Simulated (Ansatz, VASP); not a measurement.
# One calculation of SiC, two programs

Contents of INCAR:

```
SYSTEM = SiC
PREC = Accurate
ENCUT = 520
EDIFF = 1E-6
ISMEAR = 0
SIGMA = 0.05
LREAL = .FALSE.
LASPH = .TRUE.
NELM = 80
ALGO = Normal
ISIF = 2
LWAVE = .FALSE.
LCHARG = .FALSE.
GGA = PE
NBANDS = 36
```

The input KPOINTS:

```
regular mesh
0
G
  10 10 2
  0 0 0
```

File POSCAR:

```
SiC
1.0
    2.1740000000     -2.1740000000      0.0000000000
    2.1740000000      0.0000000000     -2.1740000000
    9.1308000000      8.2612000000      8.6960000000
Si C
6 6
Direct
    0.6541733333      0.6666666667      0.0624666667
   -0.1791600000      0.0000000000      0.8958000000
    0.2875066667      0.3333333333      0.2291333333
    0.5541733333      0.6666666667      0.5624666667
   -0.0791600000      0.0000000000      0.3958000000
    0.1875066667      0.3333333333      0.7291333333
    0.5791733333      0.6666666667      0.4374666667
    0.9458400000      1.0000000000      0.2708000000
    0.2125066667      0.3333333333      0.6041333333
    0.4791733333      0.6666666667      0.9374666667
   -0.1541600000      0.0000000000      0.7708000000
    0.3125066667      0.3333333333      0.1041333333
```

Input for Ansatz:

```yaml
crystal:
  lattice:
    - [2.174, -2.174, 0.0]
    - [2.174, 0.0, -2.174]
    - [9.1308, 8.2612, 8.696]
  atoms:
    - { symbol: Si, position: [0.6541733333, 0.6666666667, 0.0624666667] }
    - { symbol: Si, position: [-0.17916, 0.0, 0.8958] }
    - { symbol: Si, position: [0.2875066667, 0.3333333333, 0.2291333333] }
    - { symbol: Si, position: [0.5541733333, 0.6666666667, 0.5624666667] }
    - { symbol: Si, position: [-0.07916, 0.0, 0.3958] }
    - { symbol: Si, position: [0.1875066667, 0.3333333333, 0.7291333333] }
    - { symbol: C, position: [0.5791733333, 0.6666666667, 0.4374666667] }
    - { symbol: C, position: [0.94584, 1.0, 0.2708] }
    - { symbol: C, position: [0.2125066667, 0.3333333333, 0.6041333333] }
    - { symbol: C, position: [0.4791733333, 0.6666666667, 0.9374666667] }
    - { symbol: C, position: [-0.15416, 0.0, 0.7708] }
    - { symbol: C, position: [0.3125066667, 0.3333333333, 0.1041333333] }
basis:
  ecutwfc: 420
kpoints:
  mp_grid: { grid: [10, 10, 2] }
hamiltonian:
  xc: pbe
scf:
  occupations: { method: gaussian, width: 0.05 }
output:
  forces: true
  stress: true
  eigenvalues: true
```

Alike in both runs: task single point; functional PBE; k mesh 10 × 10 × 2; occupations gaussian, width 0.05 eV; no spin polarisation.

```csv
,VASP,Ansatz
version,VASP 6.6.1,Ansatz 0.2.0
potentials or method,"VASP PAW PBE potentials, release 64 (Si, C), cutoff 520 eV","scalar-relativistic, plane waves, PAW"
valence electrons in the cell,48,48
```

Ansatz gave:

* gap on the k mesh at the Fermi level (eV): 0.81
* least direct gap on the mesh (eV): 1.66
* pressure (GPa): 4.4
* traceless stress, the component that is largest in VASP (GPa): -4.93
* rms of the force components (eV/Å): 0.384

What did VASP give for the same quantities?

gap on the k mesh at the Fermi level (eV): 0.80; least direct gap on the mesh (eV): 1.66; pressure (GPa): 4.3; traceless stress, the component that is largest in VASP (GPa): -4.93; rms of the force components (eV/Å): 0.384.

Atom by atom the forces differ by 0.002 eV/Å (rms over components). With one functional, cell and mesh, what is left measures potentials, basis and numerics.
